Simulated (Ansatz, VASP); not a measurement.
**TiTe2: VASP beside Ansatz**

```
CELL_PARAMETERS angstrom
3.87143 0.00000 0.00000
-1.93571 3.35275 0.00000
0.00000 0.00000 6.82290
ATOMIC_POSITIONS crystal
Ti 0.00000 0.00000 0.00000
Te 0.66667 0.33333 0.26280
Te 0.33333 0.66667 0.73720
```

Change from the starting cell: strain +0.025 along x and y, +0.050 along z, atoms carried along.

Alike in both runs: task single point; functional PBE; k mesh 12 × 12 × 8; occupations gaussian, width 0.15 eV; no spin polarisation.

|  | VASP | Ansatz |
| --- | --- | --- |
| version | VASP 6.6.1 | Ansatz 0.2.0 |
| potentials or method | VASP PAW PBE potentials, release 64 (Ti_sv, Te), cutoff 520 eV | scalar-relativistic, plane waves, PAW |
| valence electrons in the cell | 24 | 44 |

Ansatz gave:

| Item | Value |
| --- | --- |
| gap on the k mesh at the Fermi level (eV) | none |
| pressure (GPa) | -4.4 |
| traceless stress, the component that is largest in VASP (GPa) | -0.48 |
| rms of the force components (eV/Å) | 0.379 |

Problem. Which values does VASP return?

Solution. gap on the k mesh at the Fermi level (eV): none; pressure (GPa): -4.4; traceless stress, the component that is largest in VASP (GPa): -0.47; rms of the force components (eV/Å): 0.373.

Atom by atom the forces differ by 0.005 eV/Å (rms over components). A gap of «none» marks a metal or a gap that the smearing closes. VASP's potentials hold 24 valence electrons a cell and Ansatz's 44, so a difference there can come from the potentials and not from the codes.

Spin-orbit coupling is off throughout.
